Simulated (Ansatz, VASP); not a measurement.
BiTe in VASP and in Ansatz

File INCAR:

```
SYSTEM = BiTe
ALGO = Normal ; EDIFF = 1E-7
ENCUT = 520 ; GGA = PS
ISIF = 2 ; ISMEAR = 0
LASPH = .True. ; LCHARG = .False.
LREAL = .False. ; LWAVE = .False.
NBANDS = 18 ; NELM = 80
PREC = Accurate ; SIGMA = 0.15
```

File KPOINTS:

```
k-points
0
Gamma
  14 14 14
  0 0 0
```

POSCAR

```
BiTe
1.0
    0.0000000000      2.8260328034      4.2390492051
    2.8260328034      0.0000000000      4.2390492051
    2.8260328034      2.8260328034      0.0000000000
Bi Te
1 1
Direct
    0.0000000000      0.0000000000      0.0000000000
    0.5000000000      0.5000000000      0.5000000000
```

Input for Ansatz:

```yaml
crystal:
  lattice:
    - [0.0, 2.8260328034, 4.2390492051]
    - [2.8260328034, 0.0, 4.2390492051]
    - [2.8260328034, 2.8260328034, 0.0]
  atoms:
    - { symbol: Bi, position: [0.0, 0.0, 0.0] }
    - { symbol: Te, position: [0.5, 0.5, 0.5] }
basis:
  ecutwfc: 420
kpoints:
  mp_grid: { grid: [14, 14, 14] }
hamiltonian:
  xc: pbesol
scf:
  occupations: { method: gaussian, width: 0.15 }
output:
  forces: true
  stress: true
  eigenvalues: true
```

Alike in both runs: task single point; functional PBEsol; k mesh 14 × 14 × 14; occupations gaussian, width 0.15 eV; no spin polarisation.

|  | VASP | Ansatz |
| --- | --- | --- |
| version | VASP 6.6.1 | Ansatz 0.2.0 |
| potentials or method | VASP PAW PBE potentials, release 64 (Bi_d, Te), cutoff 520 eV | scalar-relativistic, plane waves, PAW |
| valence electrons in the cell | 21 | 31 |

```tsv
	VASP	Ansatz	Ansatz less VASP
gap on the k mesh at the Fermi level (eV)	none	none	-
pressure (GPa)	12.7	12.7	-0.01
traceless stress, the component that is largest in VASP (GPa)	-15.08	-15.02	+0.053
```

VASP's potentials were made for PBE, not for PBEsol. A gap of «none» marks a metal or a gap that the smearing closes. VASP's potentials hold 21 valence electrons a cell and Ansatz's 31, so a difference there can come from the potentials and not from the codes.

Spin-orbit coupling is off throughout.
